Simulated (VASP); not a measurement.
# La2O3 (P-3m1) in VASP: notebook

La2O3 is run at these levels: PBE; tasks: single point.

Program: VASP 6.6.1. These are calculated values, not measurements. Logs are shortened: lines on timing, memory, paths and dates and some standing lists are left out, and cuts for length are marked.

**1. The cell of the first run**

It takes space group P-3m1 (No. 164, trigonal). The conventional cell has a = 3.878 Å, b = 3.878 Å, c = 6.029 Å, α = 90.00°, β = 90.00°, γ = 120.00°. La (site symmetry 3m) has 7 O at 2.33 to 2.69 Å within 3.1 Å. Within 3.1 Å of O (site symmetry 3m) lie 4 La at 2.33 to 2.41 Å and 6 O at 2.85 to 3.09 Å. Within 3.5 Å of O (site symmetry -3m) lie 6 La at 2.69 Å and 6 O at 3.09 Å.

**2. Single point, PBE**

Contents of INCAR:

```
SYSTEM = La2O3
ALGO = Normal
EDIFF = 1E-7
ENCUT = 520
GGA = PE
ISIF = 2
ISMEAR = 0
LASPH = .True.
LCHARG = .False.
LREAL = .False.
LWAVE = .False.
NBANDS = 28
NELM = 100
PREC = Accurate
SIGMA = 0.01
```

Contents of KPOINTS:

```
k-points
0
Gamma
  6 6 4
  0 0 0
```

Contents of POSCAR:

```
La2O3
1.0
    3.8776548390      0.0000000000      0.0000000000
   -1.9388274195      3.3581423331      0.0000000000
    0.0000000000      0.0000000000      6.0293459551
La O
2 3
Direct
    0.6666666667      0.3333333333      0.7537600000
    0.3333333333      0.6666666667      0.2462400000
    0.6666666667      0.3333333333      0.3541100000
    0.3333333333      0.6666666667      0.6458900000
    0.0000000000      0.0000000000      0.0000000000
```

Potentials or basis: VASP PAW PBE potentials, release 64 (La, O).

Started as:

```
$ cat potpaw_PBE.64/La/POTCAR potpaw_PBE.64/O/POTCAR > POTCAR
$ mpirun -np 1 vasp_std > vasp.out
```

OUTCAR:

```text
SYSTEM = La2O3
   EDIFF = 1E-7
   ENCUT = 520
   GGA = PE
   ISIF = 2
   ISMEAR = 0
   LASPH = .True.
   LREAL = .False.
   NELM = 100
   PREC = Accurate

 ion  position               nearest neighbor table
   1  0.667  0.333  0.754-   4 2.33   4 2.33   4 2.33   3 2.41   5 2.69   5 2.69   5 2.69
   2  0.333  0.667  0.246-   3 2.33   3 2.33   3 2.33   4 2.41   5 2.69   5 2.69   5 2.69
   3  0.667  0.333  0.354-   2 2.33   2 2.33   2 2.33   1 2.41
   4  0.333  0.667  0.646-   1 2.33   1 2.33   1 2.33   2 2.41
   5  0.000  0.000  0.000-   2 2.69   1 2.69   2 2.69   1 2.69   1 2.69   2 2.69

  LATTYP: Found a hexagonal cell.
 ALAT       =     3.8776548390
 C/A-ratio  =     1.5548949572

  Lattice vectors:

 A1 = (   3.8776548390,   0.0000000000,   0.0000000000)
 A2 = (  -1.9388274195,   3.3581423331,   0.0000000000)
 A3 = (   0.0000000000,   0.0000000000,   6.0293459551)

Analysis of symmetry for initial positions (statically):
=====================================================================
 Subroutine PRICEL returns:
 Original cell was already a primitive cell.

 Routine SETGRP: Setting up the symmetry group for a
 hexagonal supercell.

 Subroutine GETGRP returns: Found 12 space group operations
 (whereof 12 operations were pure point group operations)
 out of a pool of 24 trial point group operations.

The static configuration has the point symmetry D_3d.

Analysis of symmetry for dynamics (positions and initial velocities):
=====================================================================
 Subroutine PRICEL returns:
 Original cell was already a primitive cell.

 Routine SETGRP: Setting up the symmetry group for a
 hexagonal supercell.

 Subroutine GETGRP returns: Found 12 space group operations
 (whereof 12 operations were pure point group operations)
 out of a pool of 24 trial point group operations.

The dynamic configuration has the point symmetry D_3d.

 Subroutine INISYM returns: Found 12 space group operations
 (whereof 12 operations are pure point group operations),
 and found     1 'primitive' translations

----------------------------------------------------------------------------------------

                                     Primitive cell

  volume of cell :      78.5124

  direct lattice vectors                    reciprocal lattice vectors
     3.877654839  0.000000000  0.000000000     0.257887832  0.148891843  0.000000000
    -1.938827419  3.358142333  0.000000000     0.000000000  0.297783685  0.000000000
     0.000000000  0.000000000  6.029345955     0.000000000  0.000000000  0.165855469

  length of vectors
     3.877654839  3.877650280  6.029345955     0.297783335  0.297783685  0.165855469

  position of ions in fractional coordinates (direct lattice)
     0.666666667  0.333333333  0.753760000
     0.333333333  0.666666667  0.246240000
     0.666666667  0.333333333  0.354110000
     0.333333333  0.666666667  0.645890000
     0.000000000  0.000000000  0.000000000

  ion indices of the primitive-cell ions
   primitive index   ion index
                 1           1
                 2           2
                 3           3
                 4           4
                 5           5

----------------------------------------------------------------------------------------

 KPOINTS: k-points

Automatic generation of k-mesh.
 Grid dimensions read from file:
 generate k-points for:    6    6    4

 Generating k-lattice:

  Cartesian coordinates                     Fractional coordinates (reciprocal lattice)
     0.042981305  0.024815307  0.000000000     0.166666667 -0.000000000  0.000000000
     0.000000000  0.049630614  0.000000000     0.000000000  0.166666667  0.000000000
     0.000000000  0.000000000  0.041463867     0.000000000  0.000000000  0.250000000

  Length of vectors
     0.049630556  0.049630614  0.041463867

  Shift w.r.t. Gamma in fractional coordinates (k-lattice)
     0.000000000  0.000000000  0.000000000

 Subroutine IBZKPT returns following result:
 ===========================================

 Found     24 irreducible k-points:

 Following reciprocal coordinates:
            Coordinates               Weight
  0.000000  0.000000  0.000000      1.000000
  0.166667  0.000000  0.000000      6.000000
  0.333333  0.000000  0.000000      6.000000
  0.500000  0.000000  0.000000      3.000000
  0.166667  0.166667  0.000000      6.000000
  0.333333  0.166667  0.000000     12.000000
[... 16 lines left out ...]
  0.333333  0.166667  0.500000     12.000000
  0.333333  0.333333  0.500000      2.000000
   k-points           NKPTS =     24   k-points in BZ     NKDIM =     24   number of bands    NBANDS=     28
   number of dos      NEDOS =    301   number of ions     NIONS =      5
   total plane-waves  NPLWV =  43200
   dimension x,y,z NGX =    30 NGY =   30 NGZ =   48
   dimension x,y,z NGXF=    60 NGYF=   60 NGZF=   96
   ions per type =               2   3
   NGX,Y,Z   is equivalent  to a cutoff of  12.86, 12.86, 13.23 a.u.
   NGXF,Y,Z  is equivalent  to a cutoff of  25.72, 25.72, 26.47 a.u.
 SYSTEM =  La2O3
   PREC   = accura    normal or accurate (medium, high low for compatibility)
   ISTART =      0    job   : 0-new  1-cont  2-samecut
   ICHARG =      2    charge: 1-file 2-atom 10-const
   ISPIN  =      1    spin polarized calculation?
   LNONCOLLINEAR =      F non collinear calculations
   LSORBIT =      F    spin-orbit coupling
   LASPH  =      T    aspherical Exc in radial PAW
   ENCUT  =  520.0 eV  38.22 Ry    6.18 a.u.   7.21  7.21 11.21*2*pi/ulx,y,z
   NELM   =    100;   NELMIN=  2; NELMDL= -5     # of ELM steps
   EDIFF  = 0.1E-06   stopping-criterion for ELM
   LREAL  =      F    real-space projection
   EDIFFG = 0.1E-05   stopping-criterion for IOM
   NSW    =      0    number of steps for IOM
   IBRION =     -1    ionic relax: 0-MD 1-quasi-New 2-CG
   NFREE  =      0    steps in history (QN), initial steepest desc. (CG)
   ISIF   =      2    stress and relaxation
   ISYM   =      2    0-nonsym 1-usesym 2-fastsym
   POTIM  = 0.5000    time-step for ionic-motion
   TEBEG  =    0.0;   TEEND  =   0.0 temperature during run
   PSTRESS=    0.0 pullay stress
   NELECT =      40.0000    total number of electrons
   NUPDOWN=      -1.0000    fix difference up-down
   EMIN   =  10.00;   EMAX   =-10.00  energy-range for DOS
   EFERMI =   0.00;   METHOD = LEGACY
   ISMEAR =     0;   SIGMA  =   0.01  broadening in eV -4-tet -1-fermi 0-gaus
   EFERMI_NEDOS =   21; number of points for ismear=-14 and -15
   IALGO  =     38    algorithm
   IMIX   =      4    mixing-type and parameters
     AMIX     =   0.40;   BMIX     =  1.00
     AMIX_MAG =   1.60;   BMIX_MAG =  1.00
  volume/ion in A,a.u.               =      15.70       105.97
  Fermi-wavevector in a.u.,A,eV,Ry     =   1.307521  2.470856 23.260673  1.709611
  Thomas-Fermi vector in A             =   2.438250
   LORBIT       =      0    0 simple, 1 ext, 2 COOP (PROOUT), +10 PAW based schemes
   GGA     = PE    functional components
   LHFCALC =     F    Hartree Fock is set to
   AEXX    =    0.0000 exact exchange contribution
   IVDW    =     0    specifies the selected vdW correction
   LEPSILON=     F    determine dielectric tensor
   LRPA    =     F    only Hartree local field effects (RPA)
 non-spin polarized calculation
 Gauss-broadening in eV      SIGMA  =   0.01
  energy-cutoff  :      520.00
  volume of cell :       78.51
 maximum number of plane-waves:      2148
 NGX is ok and might be reduce to    30
   NGX = 15   NGY = 15   NGZ = 23

 number of electron      40.0000001 magnetization

 Free energy of the ion-electron system (eV)
  ---------------------------------------------------
  ext. energy  EPLUGINS =         0.00000000
  ---------------------------------------------------
  free energy    TOTEN  =       -41.72178483 eV

  energy without entropy =      -41.72178483  energy(sigma->0) =      -41.72178483

 E-fermi :   6.5058     XC(G=0): -10.6749

 val. band max:        6.4037321585   @ k =   0.5000   0.0000   0.5000
 cond. band min:      10.2765580418   @ k =   0.3333   0.3333   0.0000
 fundamental gap:      3.8728258833
 Fermi energy:         6.5058295191

 k-point     1 :       0.0000    0.0000    0.0000
  band No.  band energies     occupation
      1     -23.3091      2.00000
      2     -23.0133      2.00000
      3     -10.7307      2.00000
      4      -9.4231      2.00000
      5      -8.9168      2.00000
      6      -6.7602      2.00000
[... 20 lines left out ...]
     27      11.9909      0.00000
     28      12.2590      0.00000

 k-point     2 :       0.1667    0.0000    0.0000
  band No.  band energies     occupation
      1     -23.2531      2.00000
      2     -22.9908      2.00000
      3     -10.7369      2.00000
      4      -9.9119      2.00000
      5      -9.2484      2.00000
      6      -6.8812      2.00000
[... 20 lines left out ...]
     27      12.1248      0.00000
     28      12.2091      0.00000

 k-point     3 :       0.3333    0.0000    0.0000
  band No.  band energies     occupation
      1     -23.1277      2.00000
      2     -22.9554      2.00000
      3     -10.9376      2.00000
      4     -10.6868      2.00000
      5      -9.3122      2.00000
      6      -7.0901      2.00000
[... 20 lines left out ...]
     27      12.0581      0.00000
     28      12.0769      0.00000

 k-point     4 :       0.5000    0.0000    0.0000
  band No.  band energies     occupation
      1     -23.0481      2.00000
      2     -22.9525      2.00000
      3     -11.0657      2.00000
      4     -11.0557      2.00000
      5      -9.1033      2.00000
      6      -7.4599      2.00000
[... 578 lines left out ...]
     27      12.0146      0.00000
     28      12.1294      0.00000

 k-point    23 :       0.3333    0.1667    0.5000
  band No.  band energies     occupation
      1     -23.0080      2.00000
      2     -22.9921      2.00000
      3     -11.1982      2.00000
      4     -10.9940      2.00000
      5      -9.2127      2.00000
      6      -7.2173      2.00000
[... 20 lines left out ...]
     27      12.0183      0.00000
     28      12.0365      0.00000

 k-point    24 :       0.3333    0.3333    0.5000
  band No.  band energies     occupation
      1     -22.9788      2.00000
      2     -22.9788      2.00000
      3     -11.1501      2.00000
      4     -11.1501      2.00000
      5      -9.4823      2.00000
      6      -7.4465      2.00000
[... 20 lines left out ...]
     27      11.9961      0.00000
     28      12.0410      0.00000

------------------------ aborting loop because EDIFF is reached ----------------------------------------

  FORCE on cell =-STRESS in cart. coord.  units (eV):
  Direction    XX          YY          ZZ          XY          YZ          ZX
  --------------------------------------------------------------------------------------
  -------------------------------------------------------------------------------------
  Total        3.9442442      3.9442318      3.4070820      0.0000000      0.0000000      0.0000000
  in kB       80.4888868     80.4886344     69.5271956      0.0000000      0.0000000      0.0000000
  external PRESSURE =      76.8349056 kB  Pullay stress =       0.0000000 kB

 VOLUME and BASIS-vectors are now :
 -----------------------------------------------------------------------------
  energy-cutoff  :      520.00
  volume of cell :       78.51
      direct lattice vectors                 reciprocal lattice vectors
     3.877654839  0.000000000  0.000000000     0.257887832  0.148891843  0.000000000
    -1.938827419  3.358142333  0.000000000     0.000000000  0.297783685  0.000000000
     0.000000000  0.000000000  6.029345955     0.000000000  0.000000000  0.165855469

 POSITION                                       TOTAL-FORCE (eV/Angst)
 -----------------------------------------------------------------------------------
      1.93883      1.11938      4.54468         0.000000      0.000000      0.326104
     -0.00000      2.23876      1.48467        -0.000000     -0.000000     -0.326104
      1.93883      1.11938      2.13505        -0.000000      0.000000      0.036162
     -0.00000      2.23876      3.89429         0.000000     -0.000000     -0.036162
      0.00000      0.00000      0.00000         0.000000      0.000000     -0.000000
 -----------------------------------------------------------------------------------
    total drift:                                0.000000      0.000000      0.000000

  FREE ENERGIE OF THE ION-ELECTRON SYSTEM (eV)
  ---------------------------------------------------
  free  energy   TOTEN  =       -41.7217848277 eV

  energy  without entropy=      -41.7217848277  energy(sigma->0) =      -41.72178483
```

Run time: 41 s. Hardware: 1 thread of Intel Xeon 6975P-C (Granite Rapids), shared host; peak memory 0.22 GiB.

Results:

* Free energy: -41.7218 eV
* Pressure: 7.7 GPa
* Largest force: 0.326 eV/Å
* Band gap on the k mesh: 3.87 eV, indirect (least direct gap 3.95 eV)

Forces on the atoms (eV/Å):
```
La   0.000  0.000  0.326
La   0.000  0.000 -0.326
O    0.000  0.000  0.036
O    0.000  0.000 -0.036
O    0.000  0.000  0.000
```

Stress tensor (GPa, compression positive):
```
8.05 0.00 0.00
0.00 8.05 0.00
0.00 0.00 6.95
```

Levels at points of the mesh, in eV from the valence-band top:
```
           k point  band 18  band 19  band 20  band 21  band 22  band 23
(0.00, 0.00, 0.00)    -0.44    -0.44    -0.18     4.41     4.69     4.69
(0.50, 0.00, 0.00)    -0.70    -0.40    -0.34     3.91     4.84     5.35
(0.00, 0.00, 0.50)    -0.86    -0.32    -0.32     4.82     4.85     4.85
(0.50, 0.00, 0.50)    -0.77    -0.37     0.00     4.51     4.72     5.23
```

Caveat: spin-orbit coupling is left out, which moves the levels of the heavy elements. PBE gaps usually lie below the measured ones, often by a third to a half.

(Part 1 of 3 ends here.)
